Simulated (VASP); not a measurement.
The system is GaN.

```
Ga N
1.0
     0.00000    2.25350    2.25350
     2.25350    0.00000    2.25350
     2.25350    2.25350    0.00000
Ga N
1 1
Direct
  0.00000 0.00000 0.00000
  0.25000 0.25000 0.25000
```

Base run:

- Program: VASP 6.6.1
- Functional: PBE-based screened hybrid with 50 % exact exchange
- Potentials or basis: VASP PAW PBE potentials, release 64 (Ga_d, N)
- Cutoff: 520 eV
- k mesh: 6 × 6 × 6
- Occupations: fermi-dirac, width 0.05 eV
- Spin: no spin polarisation

Its results: band gap on the k mesh 4.35 eV; pressure -7.0 GPa.

Task: After a change of settings the same cell gave: band gap on the k mesh 2.46 eV; pressure 1.2 GPa. Which change was it?
A. functional from PBE-based screened hybrid with 50 % exact exchange to PBE; occupations from fermi-dirac, width 0.05 eV to fermi-dirac, width 0.04 eV
B. functional from PBE-based screened hybrid with 50 % exact exchange to PBE-based screened hybrid with 15 % exact exchange; share of exact exchange from 0.5 to 0.15
C. functional from PBE-based screened hybrid with 50 % exact exchange to r2SCANh; share of exact exchange from 0.5 to 0.1
D. functional from PBE-based screened hybrid with 50 % exact exchange to r2SCAN50; cutoff from 520 eV to 580 eV; k mesh from 6 × 6 × 6 to 5 × 5 × 5

Result: B.

Caveats: the PAW data sets were made with another functional, which shifts forces and pressure a little; the cell stands under tension (at least some runs).
